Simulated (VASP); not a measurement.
Al2O3: relaxation of cell and atoms with LDA

The system is Al2O3.

```
Al O
1.0
     2.88432    0.00000    0.00000
    -1.44216    2.49790    0.00000
     0.00000    0.00000    9.33675
Al O
2 3
Cartesian
  0.0000 0.0000 7.9363
  0.0000 0.0000 1.4004
  0.0000 1.6653 7.2610
  1.4422 0.8326 0.0000
  0.0000 1.6653 2.0757
```

```json
{"Program": "VASP 6.6.1", "Task": "relaxation of cell and atoms", "Functional": "LDA", "Potentials or basis": "VASP PAW LDA potentials, release 64 (Al, O)", "Cutoff": "600 eV", "k mesh": "11 × 11 × 3", "Occupations": "fermi-dirac, width 0.05 eV", "Spin": "no spin polarisation", "Dipole correction": "no", "Further INCAR settings": "ALGO = Normal; EDIFF = 1e-06; IBRION = 2; EDIFFG = -0.01; NSW = 60; ISIF = 3"}
```

| Quantity | Value |
| --- | --- |
| Relaxed volume | 10.21 Å³/atom |
| Relaxed cell | a = 2.843 Å, b = 2.843 Å, c = 7.292 Å, α = 90.00°, β = 90.00°, γ = 120.00° |
| Space group after relaxing (to 0.05 Å) | P-6m2 (No. 187) |
| Energy gained by relaxing | 21.8 meV/atom |
| Ionic steps | 42 |
| Pressure after relaxing | -0.1 GPa |
| Largest force after relaxing | 0.008 eV/Å |
| Band gap on the k mesh | 4.75 eV, indirect (least direct gap 4.91 eV) |

Forces on the atoms (eV/Å):
```
Al   0.000  0.000  0.008
Al   0.000  0.000 -0.008
O    0.000  0.000  0.005
O    0.000  0.000  0.000
O    0.000  0.000 -0.005
```

The path:
```tsv
step	energy change (eV)	largest force (eV/Å)	pressure (GPa)	volume (Å³)
1	0.0000	0.5015	-6.61	67.27
3	-0.0602	0.3680	-0.42	64.80
5	-0.0652	0.0219	-0.11	64.45
7	-0.0653	0.0424	0.13	64.32
9	-0.0654	0.0450	0.09	64.27
11	-0.0655	0.0765	-0.07	64.02
13	-0.0657	0.0510	-0.02	64.10
15	-0.0662	0.0556	-0.10	63.95
17	-0.0680	0.0741	-0.36	63.35
19	-0.0707	0.3034	-1.31	60.91
21	-0.0711	0.3063	-1.34	60.78
23	-0.0728	0.3124	-1.45	60.18
25	-0.0805	0.3212	-1.64	57.77
27	-0.0463	0.3276	1.57	48.11
29	-0.0825	0.4630	0.99	50.95
31	-0.0807	0.4671	1.11	50.65
33	-0.0820	0.4099	0.92	50.04
35	-0.0916	0.3123	0.54	50.27
37	-0.1076	0.1391	-1.02	51.26
39	-0.1087	0.0298	-0.32	51.06
41	-0.1088	0.0124	-0.04	51.02
42	-0.1088	0.0081	-0.08	51.03
```

Final structure:
```
Al O
1.0
     2.84268    0.00000    0.00000
    -1.42134    2.46183    0.00000
     0.00000    0.00000    7.29156
Al O
2 3
Direct
  0.00000 0.00000 0.81158
  0.00000 0.00000 0.18842
  0.33333 0.66667 0.72010
  0.66667 0.33333 0.00000
  0.33333 0.66667 0.27990
```

Levels at points of the mesh, in eV from the valence-band top:
```
           k point  band 9  band 10  band 11  band 12  band 13  band 14  band 15  band 16
(0.00, 0.00, 0.00)   -1.45    -0.83    -0.83    -0.17     4.75     7.54     8.56    11.39
```

Wall time 5.2 min on 1 thread of Intel(R) Xeon(R) 6975P-C (Granite Rapids), with other jobs on the host, peak memory 0.19 GiB.

Caveat: the volume moved by over 15 % at a fixed basis, so the end points are rough. A k mesh can miss the band edges.
